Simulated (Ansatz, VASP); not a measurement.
**SnTe in VASP and in Ansatz**

```
Sn Te
1.0
     0.00000    3.64500    3.64500
     3.64500    0.00000    3.64500
     3.64500    3.64500    0.00000
Sn Te
1 1
Direct
  0.00000 0.00000 0.00000
  0.25000 0.25000 0.25000
```

Alike in both runs: task single point; functional PBE; k mesh 6 × 6 × 6; occupations fermi-dirac, width 0.02 eV; no spin polarisation.

|  | VASP | Ansatz |
| --- | --- | --- |
| version | VASP 6.6.1 | Ansatz 0.2.0 |
| potentials or method | VASP PAW PBE potentials, release 64 (Sn_d, Te) | plane waves, PAW |
| plane-wave cutoff (eV) | 520 | 420 |
| valence electrons in the cell | 20 | 30 |

```csv
,VASP,Ansatz,Ansatz less VASP
pressure (GPa),-0.7,-0.7,+0.01
```

With one functional, cell and mesh, what is left measures potentials, basis and numerics. VASP's potentials hold 20 valence electrons a cell and Ansatz's 30, so a difference there can come from the potentials and not from the codes.

Spin-orbit coupling is off throughout.
